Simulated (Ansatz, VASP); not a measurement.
Ga3As2P in VASP and in Ansatz

```
Ga P As
1.0
     3.86275    0.00000    0.00000
    -1.93137    3.34524    0.00000
     0.00000    0.00000   19.10280
Ga P As
6 2 4
Direct
  0.66667 0.33333 0.16668
  0.66667 0.33333 0.50002
  0.66667 0.33333 0.83335
  0.33333 0.66667 0.00002
  0.33333 0.66667 0.33335
  0.33333 0.66667 0.66668
  0.66667 0.33333 0.95798
  0.33333 0.66667 0.45798
  0.66667 0.33333 0.29132
  0.66667 0.33333 0.62465
  0.33333 0.66667 0.12465
  0.33333 0.66667 0.79132
```

Alike in both runs: task single point; functional PBE; k mesh 6 × 6 × 1; occupations gaussian, width 0.1 eV; no spin polarisation.

|  | VASP | Ansatz |
| --- | --- | --- |
| version | VASP 6.6.1 | Ansatz 0.2.0 |
| potentials or method | VASP PAW PBE potentials, release 64 (Ga_d, P, As), cutoff 520 eV | scalar-relativistic, plane waves, PAW |
| valence electrons in the cell | 108 | 148 |

```tsv
	VASP	Ansatz	Ansatz less VASP
gap on the k mesh at the Fermi level (eV)	1.05	1.06	+0.004
least direct gap on the mesh (eV)	1.05	1.06	+0.004
pressure (GPa)	8.5	8.4	-0.14
rms of the force components (eV/Å)	0.253	0.247	-0.0067
```

Atom by atom the forces differ by 0.007 eV/Å (rms over components). VASP's potentials hold 108 valence electrons a cell and Ansatz's 148, so a difference there can come from the potentials and not from the codes.
